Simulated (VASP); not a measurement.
# Al2Cu (I4/mcm) in VASP: relaxation of the atoms with PBE

Aim: the relaxation of the atoms of Al2Cu with PBE.

Everything below comes from runs of VASP 6.6.1. Logs are shortened: lines on timing, memory, paths and dates and some standing lists are left out, and cuts for length are marked.

**1. The cell of the first run**

It takes space group I4/mcm (No. 140, tetragonal). Conventional cell: a = 6.067 Å, b = 6.067 Å, c = 4.877 Å, α = 90.00°, β = 90.00°, γ = 90.00°. Al (site symmetry m2m) has 4 Cu at 2.59 Å and 11 Al at 2.71 to 3.23 Å within 3.4 Å. Cu (site symmetry 422) has 2 Cu at 2.44 Å and 8 Al at 2.59 Å within 3.2 Å.

**2. Relaxation of the atoms, PBE**

INCAR

```
  PREC = Accurate
  ENCUT = 520
  EDIFF = 1E-6
  ISMEAR = -1
  SIGMA = 0.05
  LREAL = False
  LASPH = True
  NELM = 100
  ALGO = Normal
  ISIF = 2
  LWAVE = False
  LCHARG = False
  GGA = PE
  IBRION = 2
  NSW = 80
  EDIFFG = -0.02
```

KPOINTS

```
regular mesh
0
Gamma
  7 7 7
```

POSCAR

```
Al2Cu
1.0
   -3.0335000000      3.0335000000      2.4385000000
    3.0335000000     -3.0335000000      2.4385000000
    3.0335000000      3.0335000000     -2.4385000000
Al Cu
4 2
Direct
    0.6581000000      0.1581000000      0.8162000000
    0.1581000000      0.3419000000      0.5000000000
    0.3419000000      0.8419000000      0.1838000000
    0.8419000000      0.6581000000      0.5000000000
    0.2500000000      0.2500000000      0.0000000000
    0.7500000000      0.7500000000      0.0000000000
```

Potentials or basis: VASP PAW PBE potentials, release 64 (Al, Cu).

Started as:

```bash
$ cat potpaw_PBE.64/Al/POTCAR potpaw_PBE.64/Cu/POTCAR > POTCAR
$ mpirun -np 1 vasp_std > vasp.out
```

OUTCAR:

```text
PREC = Accurate
   ENCUT = 520
   EDIFF = 1E-6
   ISMEAR = -1
   LREAL = False
   LASPH = True
   NELM = 100
   ISIF = 2
   GGA = PE
   IBRION = 2
   NSW = 80
   EDIFFG = -0.02

 ion  position               nearest neighbor table
   1  0.658  0.158  0.816-   5 2.59   6 2.59   5 2.59   6 2.59   3 2.71   3 2.90   3 2.90   2 3.10
                             4 3.10   4 3.10   2 3.10   2 3.23   4 3.23   4 3.23   2 3.23
   2  0.158  0.342  0.500-   5 2.59   5 2.59   6 2.59   6 2.59   4 2.71   4 2.90   4 2.90   1 3.10
                             3 3.10   1 3.10   3 3.10   1 3.23   3 3.23   3 3.23   1 3.23
   3  0.342  0.842  0.184-   5 2.59   6 2.59   5 2.59   6 2.59   1 2.71   1 2.90   1 2.90   4 3.10
                             2 3.10   2 3.10   4 3.10   4 3.23   2 3.23   4 3.23   2 3.23
   4  0.842  0.658  0.500-   6 2.59   6 2.59   5 2.59   5 2.59   2 2.71   2 2.90   2 2.90   1 3.10
                             3 3.10   1 3.10   3 3.10   1 3.23   3 3.23   1 3.23   3 3.23
   5  0.250  0.250  0.000-   6 2.44   6 2.44   1 2.59   3 2.59   1 2.59   3 2.59   2 2.59   2 2.59
                             4 2.59   4 2.59
   6  0.750  0.750  0.000-   5 2.44   5 2.44   1 2.59   3 2.59   1 2.59   3 2.59   4 2.59   4 2.59
                             2 2.59   2 2.59

  LATTYP: Found a body centered tetragonal cell.
 ALAT       =     6.0670000000
 C/A-ratio  =     0.8038569309

  Lattice vectors:

 A1 = (  -3.0335000000,   3.0335000000,   2.4385000000)
 A2 = (   3.0335000000,  -3.0335000000,   2.4385000000)
 A3 = (   3.0335000000,   3.0335000000,  -2.4385000000)

Analysis of symmetry for initial positions (statically):
=====================================================================
 Subroutine PRICEL returns:
 Original cell was already a primitive cell.

 Routine SETGRP: Setting up the symmetry group for a
 body centered tetragonal supercell.

 Subroutine GETGRP returns: Found 16 space group operations
 (whereof  8 operations were pure point group operations)
 out of a pool of 16 trial point group operations.

The static configuration has the point symmetry C_4h.
 The point group associated with its full space group is D_4h.

Analysis of symmetry for dynamics (positions and initial velocities):
=====================================================================
 Subroutine PRICEL returns:
 Original cell was already a primitive cell.

 Routine SETGRP: Setting up the symmetry group for a
 body centered tetragonal supercell.

 Subroutine GETGRP returns: Found 16 space group operations
 (whereof  8 operations were pure point group operations)
 out of a pool of 16 trial point group operations.

The dynamic configuration has the point symmetry C_4h.
 The point group associated with its full space group is D_4h.

 Subroutine INISYM returns: Found 16 space group operations
 (whereof  8 operations are pure point group operations),
 and found     1 'primitive' translations

----------------------------------------------------------------------------------------

                                     Primitive cell

  volume of cell :      89.7575

  direct lattice vectors                    reciprocal lattice vectors
    -3.033500000  3.033500000  2.438500000     0.000000000  0.164826108  0.205044084
     3.033500000 -3.033500000  2.438500000     0.164826108  0.000000000  0.205044084
     3.033500000  3.033500000 -2.438500000     0.164826108  0.164826108  0.000000000

  length of vectors
     4.934625290  4.934625290  4.934625290     0.263079309  0.263079309  0.233099318

  position of ions in fractional coordinates (direct lattice)
     0.658100000  0.158100000  0.816200000
     0.158100000  0.341900000  0.500000000
     0.341900000  0.841900000  0.183800000
     0.841900000  0.658100000  0.500000000
     0.250000000  0.250000000  0.000000000
     0.750000000  0.750000000  0.000000000

  ion indices of the primitive-cell ions
   primitive index   ion index
                 1           1
                 2           2
                 3           3
                 4           4
                 5           5
                 6           6

----------------------------------------------------------------------------------------

 KPOINTS: regular mesh

Automatic generation of k-mesh.
 Grid dimensions read from file:
 generate k-points for:    7    7    7

 Generating k-lattice:

  Cartesian coordinates                     Fractional coordinates (reciprocal lattice)
     0.000000000  0.023546587  0.029292012     0.142857143 -0.000000000  0.000000000
     0.023546587  0.000000000  0.029292012    -0.000000000  0.142857143  0.000000000
     0.023546587  0.023546587  0.000000000     0.000000000  0.000000000  0.142857143

  Length of vectors
     0.037582758  0.037582758  0.033299903

  Shift w.r.t. Gamma in fractional coordinates (k-lattice)
     0.000000000  0.000000000  0.000000000

 Subroutine IBZKPT returns following result:
 ===========================================

 Found     40 irreducible k-points:

 Following reciprocal coordinates:
            Coordinates               Weight
  0.000000  0.000000  0.000000      1.000000
  0.142857  0.000000  0.000000      8.000000
  0.285714  0.000000  0.000000      8.000000
  0.428571 -0.000000  0.000000      8.000000
  0.142857  0.142857  0.000000      8.000000
  0.285714  0.142857  0.000000     16.000000
[... 16 lines left out ...]
 -0.142857  0.285714  0.142857      8.000000
 -0.428571  0.428571  0.142857      8.000000
 [... further k-points ...]
   k-points           NKPTS =     40   k-points in BZ     NKDIM =     40   number of bands    NBANDS=     21
   number of dos      NEDOS =    301   number of ions     NIONS =      6
   total plane-waves  NPLWV =  64000
   dimension x,y,z NGX =    40 NGY =   40 NGZ =   40
   dimension x,y,z NGXF=    80 NGYF=   80 NGZF=   80
   ions per type =               4   2
   NGX,Y,Z   is equivalent  to a cutoff of  13.48, 13.48, 13.48 a.u.
   NGXF,Y,Z  is equivalent  to a cutoff of  26.95, 26.95, 26.95 a.u.
 SYSTEM =  unknown system
   PREC   = accura    normal or accurate (medium, high low for compatibility)
   ISTART =      0    job   : 0-new  1-cont  2-samecut
   ICHARG =      2    charge: 1-file 2-atom 10-const
   ISPIN  =      1    spin polarized calculation?
   LNONCOLLINEAR =      F non collinear calculations
   LSORBIT =      F    spin-orbit coupling
   LASPH  =      T    aspherical Exc in radial PAW
   ENCUT  =  520.0 eV  38.22 Ry    6.18 a.u.   9.18  9.18  9.18*2*pi/ulx,y,z
   NELM   =    100;   NELMIN=  2; NELMDL= -5     # of ELM steps
   EDIFF  = 0.1E-05   stopping-criterion for ELM
   LREAL  =      F    real-space projection
   EDIFFG = -.2E-01   stopping-criterion for IOM
   NSW    =     80    number of steps for IOM
   IBRION =      2    ionic relax: 0-MD 1-quasi-New 2-CG
   NFREE  =      1    steps in history (QN), initial steepest desc. (CG)
   ISIF   =      2    stress and relaxation
   ISYM   =      2    0-nonsym 1-usesym 2-fastsym
   POTIM  = 0.5000    time-step for ionic-motion
   TEBEG  =    0.0;   TEEND  =   0.0 temperature during run
   PSTRESS=    0.0 pullay stress
   NELECT =      34.0000    total number of electrons
   NUPDOWN=      -1.0000    fix difference up-down
   EMIN   =  10.00;   EMAX   =-10.00  energy-range for DOS
   EFERMI =   0.00;   METHOD = LEGACY
   ISMEAR =    -1;   SIGMA  =   0.05  broadening in eV -4-tet -1-fermi 0-gaus
   EFERMI_NEDOS =   21; number of points for ismear=-14 and -15
   IALGO  =     38    algorithm
   IMIX   =      4    mixing-type and parameters
     AMIX     =   0.40;   BMIX     =  1.00
     AMIX_MAG =   1.60;   BMIX_MAG =  1.00
  volume/ion in A,a.u.               =      14.96       100.95
  Fermi-wavevector in a.u.,A,eV,Ry     =   1.184525  2.238428 19.090326  1.403099
  Thomas-Fermi vector in A             =   2.320737
   LORBIT       =      0    0 simple, 1 ext, 2 COOP (PROOUT), +10 PAW based schemes
   GGA     = PE    functional components
   LHFCALC =     F    Hartree Fock is set to
   AEXX    =    0.0000 exact exchange contribution
   IVDW    =     0    specifies the selected vdW correction
   LEPSILON=     F    determine dielectric tensor
   LRPA    =     F    only Hartree local field effects (RPA)
 conjugate gradient relaxation of ions
 non-spin polarized calculation
  energy-cutoff  :      520.00
  volume of cell :       89.76
 maximum number of plane-waves:      2431
 NGX is ok and might be reduce to    40
   NGX = 19   NGY = 19   NGZ = 19

 number of electron      33.9999978 magnetization

 Free energy of the ion-electron system (eV)
  ---------------------------------------------------
  ext. energy  EPLUGINS =         0.00000000
  ---------------------------------------------------
  free energy    TOTEN  =       -23.39242079 eV

  energy without entropy =      -23.38294141  energy(sigma->0) =      -23.38768110

 E-fermi :   8.0094     XC(G=0): -10.8409

 val. band max:        7.9749328179   @ k =   0.0000   0.0000   0.0000
 cond. band min:       8.0112435393   @ k =  -0.2857  -0.4286   0.2857
 fundamental gap:      0.0363107213
 Fermi energy:         8.0093933634

 k-point     1 :       0.0000    0.0000    0.0000
  band No.  band energies     occupation
      1      -2.7872      2.00000
      2       2.6480      2.00000
      3       2.8619      2.00000
      4       2.8619      2.00000
      5       2.8867      2.00000
      6       3.7629      2.00000
[... 13 lines left out ...]
     20       7.9749      1.33158
     21       9.3423      0.00000

 k-point     2 :       0.1429    0.0000    0.0000
  band No.  band energies     occupation
      1      -2.5745      2.00000
      2       2.6271      2.00000
      3       2.7905      2.00000
      4       2.8492      2.00000
      5       2.9296      2.00000
      6       3.7238      2.00000
[... 13 lines left out ...]
     20       9.1602      0.00000
     21      10.1709      0.00000

 k-point     3 :       0.2857    0.0000    0.0000
  band No.  band energies     occupation
      1      -1.9412      2.00000
      2       2.0214      2.00000
      3       2.5988      2.00000
      4       2.8031      2.00000
      5       3.0191      2.00000
      6       3.5738      2.00000
[... 13 lines left out ...]
     20      10.2048      0.00000
     21      10.5138      0.00000

 k-point     4 :       0.4286   -0.0000    0.0000
  band No.  band energies     occupation
      1      -0.9050      2.00000
      2       0.4855      2.00000
      3       2.6257      2.00000
      4       2.7151      2.00000
      5       3.1039      2.00000
      6       3.3075      2.00000
[... 13 lines left out ...]
     20      11.2026      0.00000
     21      11.5765      0.00000

 k-point     5 :       0.1429    0.1429    0.0000
  band No.  band energies     occupation
      1      -2.1058      2.00000
      2       2.4536      2.00000
      3       2.6239      2.00000
      4       2.6317      2.00000
      5       3.2053      2.00000
      6       3.4901      2.00000
[... 13 lines left out ...]
     20      10.7297      0.00000
     21      11.2850      0.00000
[... 382 lines left out ...]
     20       9.5807      0.00000
     21      10.2460      0.00000

 k-point    22 :      -0.2857    0.2857    0.1429
  band No.  band energies     occupation
      1      -1.9595      2.00000
      2       1.2771      2.00000
      3       2.6948      2.00000
      4       2.7755      2.00000
      5       3.0379      2.00000
      6       3.3217      2.00000
[... 13 lines left out ...]
     20       9.7727      0.00000
     21      10.3816      0.00000

 k-point    23 :      -0.1429    0.2857    0.1429
  band No.  band energies     occupation
      1      -1.9134      2.00000
      2       2.0831      2.00000
      3       2.2833      2.00000
      4       2.4471      2.00000
      5       2.9769      2.00000
      6       3.3311      2.00000
[... 13 lines left out ...]
     20      10.3052      0.00000
     21      10.3591      0.00000

 k-point    24 :      -0.4286    0.4286    0.1429
  band No.  band energies     occupation
      1      -1.1498      2.00000
      2      -0.0331      2.00000
      3       2.7187      2.00000
      4       2.8993      2.00000
      5       3.1774      2.00000
      6       3.2629      2.00000
[... 13 lines left out ...]
     20      10.8568      0.00000
     21      11.3265      0.00000

 [... further k-points ...]
[... 5 lines left out ...]
  --------------------------------------------------------------------------------------
  -------------------------------------------------------------------------------------
  Total       -0.2611920     -0.2611920      0.0958164      0.0000000      0.0000000      0.0000000
  in kB       -4.6622936     -4.6622936      1.7103283      0.0000000      0.0000000      0.0000000
  external PRESSURE =      -2.5380863 kB  Pullay stress =       0.0000000 kB

 VOLUME and BASIS-vectors are now :
 -----------------------------------------------------------------------------
  energy-cutoff  :      520.00
  volume of cell :       89.76
      direct lattice vectors                 reciprocal lattice vectors
    -3.033500000  3.033500000  2.438500000     0.000000000  0.164826108  0.205044084
     3.033500000 -3.033500000  2.438500000     0.164826108  0.000000000  0.205044084
     3.033500000  3.033500000 -2.438500000     0.164826108  0.164826108  0.000000000

 POSITION                                       TOTAL-FORCE (eV/Angst)
 -----------------------------------------------------------------------------------
      0.95919      3.99269     -0.00000        -0.001065     -0.001065     -0.000000
      2.07431      0.95919      0.00000         0.001065     -0.001065     -0.000000
      2.07431     -0.95919      2.43850         0.001065      0.001065      0.000000
      0.95919      2.07431      2.43850        -0.001065      0.001065      0.000000
      0.00000      0.00000      1.21925         0.000000     -0.000000     -0.000000
      0.00000      0.00000      3.65775         0.000000      0.000000     -0.000000
 -----------------------------------------------------------------------------------
    total drift:                               -0.000000     -0.000000      0.000000

  FREE ENERGIE OF THE ION-ELECTRON SYSTEM (eV)
  ---------------------------------------------------
  free  energy   TOTEN  =       -23.3924207870 eV

  energy  without entropy=      -23.3829414105  energy(sigma->0) =      -23.38768110

 reached required accuracy - stopping structural energy minimisation
```

It took 94 s on 1 thread of Intel Xeon Platinum 8375C at 2.90GHz (Ice Lake), shared host; peak memory 0.27 GiB.

Results:

```yaml
Free_energy: -23.3924 eV
Pressure_after_relaxing: -0.3 GPa
Band_gap_on_the_k_mesh: zero (bands 17 and 18 overlap by 3.68 eV)
```

Stress tensor (GPa, compression positive):
```
-0.47  0.00  0.00
 0.00 -0.47  0.00
 0.00  0.00  0.17
```

Final structure:
```xyz
6
Lattice="-3.0335 3.0335 2.4385 3.0335 -3.0335 2.4385 3.0335 3.0335 -2.4385" Properties=species:S:1:pos:R:3 pbc="T T T"
Al    0.9592    3.9927    0.0000
Al    2.0743    0.9592    0.0000
Al    2.0743   -0.9592    2.4385
Al    0.9592    2.0743    2.4385
Cu    0.0000    0.0000    1.2192
Cu    0.0000    0.0000    3.6578
```

Levels at points of the mesh, in eV from the Fermi level:
| k point | band 14 | band 15 | band 16 | band 17 | band 18 | band 19 | band 20 | band 21 |
| --- | --- | --- | --- | --- | --- | --- | --- | --- |
| (0.00, 0.00, 0.00) | -2.06 | -1.39 | -1.25 | -1.25 | -0.91 | -0.47 | -0.03 | 1.33 |

Caveat: the relaxation stopped at its first step, so nothing moved.
